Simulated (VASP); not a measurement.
Write the native input for VASP 6.6.1 that does the following.

```yaml
Task: single point
Functional: r2SCAN
Potentials_or_basis: VASP PAW PBE potentials, release 64 (Si)
Cutoff: 520 eV
k_mesh: 8 × 8 × 3
Occupations: gaussian, width 0.05 eV
Spin: no spin polarisation
Dipole_correction: no
Further_INCAR_settings: ALGO = Normal; EDIFF = 1e-06; NBANDS = 21
```

Crystal: Si.

```
CELL_PARAMETERS angstrom
2.71547 -2.71547 0.00000
2.71547 0.00000 -2.71547
6.51713 4.34475 5.43094
ATOMIC_POSITIONS crystal
Si 0.45001 0.66667 0.54163
Si 0.91668 0.00000 0.20830
Si 0.98335 0.33333 0.87497
Si 0.35001 0.66667 0.79163
Si 0.81668 0.00000 0.45830
Si 0.28335 0.33333 0.12497
```

This cell differs from its parent crystal: the part above a cut slid along it.

These files were run (other wordings do the same):

POSCAR

```
Si
1.0
    2.7154700000     -2.7154700000      0.0000000000
    2.7154700000      0.0000000000     -2.7154700000
    6.5171280000      4.3447520000      5.4309400000
Si
6
Direct
    0.4500133333      0.6666666667      0.5416333333
    0.9166800000      0.0000000000      0.2083000000
   -0.0166533333      0.3333333333      0.8749666667
    0.3500133333      0.6666666667      0.7916333333
    0.8166800000      1.0000000000      0.4583000000
    0.2833466667      0.3333333333      0.1249666667
```

INCAR.step1

```
SYSTEM = Si
PREC = Accurate
ENCUT = 520
ISMEAR = 0
SIGMA = 0.05
LREAL = .FALSE.
LASPH = .TRUE.
NELM = 60
NBANDS = 21
GGA = PE
ALGO = Normal
EDIFF = 1E-4
LWAVE = .TRUE.
LCHARG = .FALSE.
```

INCAR.step2

```
SYSTEM = Si
PREC = Accurate
ENCUT = 520
EDIFF = 1E-6
ISMEAR = 0
SIGMA = 0.05
LREAL = .FALSE.
LASPH = .TRUE.
NELM = 60
ALGO = Normal
ISIF = 2
LWAVE = .FALSE.
LCHARG = .FALSE.
METAGGA = R2SCAN
LMIXTAU = .TRUE.
NBANDS = 21
ISTART = 1
```

KPOINTS

```
regular mesh
0
G
  8 8 3
  0 0 0
```

Potentials or basis: VASP PAW PBE potentials, release 64 (Si).

Run with:

```sh
$ cat potpaw_PBE.64/Si/POTCAR > POTCAR
$ cp INCAR.step1 INCAR
$ mpirun -np 1 vasp_std > vasp.out
$ cp INCAR.step2 INCAR
$ mpirun -np 1 vasp_std > vasp.out
```

Results of the run:

```yaml
Pressure: -1.1 GPa
Largest_force: 1.078 eV/Å
Band_gap_on_the_k_mesh: zero (bands 12 and 13 overlap by 1.34 eV)
```

Caveat: the cell differs from its parent crystal (the part above a cut slid along it); the stress differs along the axes, from -6 to 2 GPa; the PAW data sets were made with another functional, which shifts forces and pressure a little.

It took 6 min on 1 thread of AMD EPYC 9R45 96-Core Processor (Zen 5), with other jobs on the host, peak memory 0.32 GiB.
